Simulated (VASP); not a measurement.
Set up this calculation in VASP 6.6.1, as the native input.

```yaml
Task: single point
Functional: PBEsol
Potentials_or_basis: VASP PAW PBE potentials, release 64 (Hf_pv)
Cutoff: 520 eV
k_mesh: 10 × 10 × 14
Occupations: gaussian, width 0.05 eV
Spin: no spin polarisation
Dipole_correction: no
Further_INCAR_settings: ALGO = Fast; EDIFF = 1e-06; NBANDS = 22
```

The structure of Hf lies in POSCAR:

```
Hf
1.0
    4.7807767195      0.0000000000      0.0000000000
   -2.3903883598      4.1402740889      0.0000000000
    0.0000000000      0.0000000000      2.9807915553
Hf
3
Direct
    0.6666666667      0.3333333333      0.5000000000
    0.3333333333      0.6666666667      0.5000000000
    0.0000000000      0.0000000000      0.0000000000
```

This isn't the form of Hf at room conditions, which is hcp.

One way to write it, as run:

INCAR

```
SYSTEM = Hf
  PREC = Accurate
  ENCUT = 520
  EDIFF = 1E-6
  ISMEAR = 0
  SIGMA = 0.05
  LREAL = .FALSE.
  LASPH = .TRUE.
  NELM = 60
  ALGO = Fast
  ISIF = 2
  LWAVE = .FALSE.
  LCHARG = .FALSE.
  GGA = PS
  NBANDS = 22
```

KPOINTS

```
regular mesh
0
G
  10 10 14
  0 0 0
```

Potentials or basis: VASP PAW PBE potentials, release 64 (Hf_pv).

The run is started by

```console
$ cat potpaw_PBE.64/Hf_pv/POTCAR > POTCAR
$ mpirun -np 1 vasp_std > vasp.out
```

It gave:

```yaml
Pressure: 10.7 GPa
Band_gap_on_the_k_mesh: zero (bands 15 and 16 overlap by 1.02 eV)
```

Caveat: the cell stands under pressure; the PAW data sets were made with another functional, which shifts forces and pressure a little; spin-orbit coupling is left out, which moves the levels of the heavy elements.

It took 51 s on 1 thread of Intel(R) Xeon(R) 6975P-C (Granite Rapids), with other jobs on the host, peak memory 0.24 GiB.
